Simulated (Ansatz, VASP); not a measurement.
**AlN: VASP beside Ansatz**

Contents of INCAR:

```
SYSTEM = AlN
PREC = Accurate ; ENCUT = 520
EDIFF = 1E-6 ; ISMEAR = 0
SIGMA = 0.05 ; LREAL = .FALSE.
LASPH = .TRUE. ; NELM = 100
ALGO = Normal ; ISIF = 2
LWAVE = .FALSE. ; LCHARG = .TRUE.
GGA = PS ; LELF = .TRUE.
LVHAR = .TRUE. ; NBANDS = 16
```

Contents of KPOINTS:

```
Automatic mesh
0
G
  9 9 6
  0 0 0
```

POSCAR

```
AlN
1.0
    3.1352619583      0.0000000000      0.0000000000
   -1.5676309792      2.7152165034      0.0000000000
    0.0000000000      0.0000000000      4.2598804228
Al N
2 2
Direct
    0.3333333333      0.6666666667      0.7500000000
    0.6666666667      0.3333333333      0.2500000000
    0.3333333333      0.6666666667      0.2500000000
    0.6666666667      0.3333333333      0.7500000000
```

Input for Ansatz:

```yaml
crystal:
  lattice:
    - [3.1352619583, 0.0, 0.0]
    - [-1.5676309792, 2.7152165034, 0.0]
    - [0.0, 0.0, 4.2598804228]
  atoms:
    - { symbol: Al, position: [0.3333333333, 0.6666666667, 0.75] }
    - { symbol: Al, position: [0.6666666667, 0.3333333333, 0.25] }
    - { symbol: "N", position: [0.3333333333, 0.6666666667, 0.25] }
    - { symbol: "N", position: [0.6666666667, 0.3333333333, 0.75] }
basis:
  ecutwfc: 520.0
kpoints:
  mp_grid: { grid: [9, 9, 6] }
hamiltonian:
  xc: pbesol
  pseudopotentials: { kind: paw, azcp: { folder: soft_1 } }
scf:
  occupations: { method: gaussian, width: 0.05 }
output:
  forces: true
  stress: true
  eigenvalues: true
```

Alike in both runs: task single point; functional PBEsol; k mesh 9 × 9 × 6; occupations gaussian, width 0.05 eV; no spin polarisation.

|  | VASP | Ansatz |
| --- | --- | --- |
| version | VASP 6.6.1 | Ansatz 0.2.0 |
| potentials or method | VASP PAW PBE potentials, release 64 (Al, N), cutoff 520 eV | scalar-relativistic, plane waves, PAW |
| valence electrons in the cell | 16 | 16 |

```csv
,VASP,Ansatz,Ansatz less VASP
gap on the k mesh at the Fermi level (eV),3.77,3.76,-0.018
least direct gap on the mesh (eV),3.77,3.76,-0.018
pressure (GPa),23.8,23.7,-0.16
"traceless stress, the component that is largest in VASP (GPa)",-18.26,-18.03,+0.232
```

VASP's potentials were made for PBE, not for PBEsol, and Ansatz warns of the same on its side. With one functional, cell and mesh, what is left measures potentials, basis and numerics.
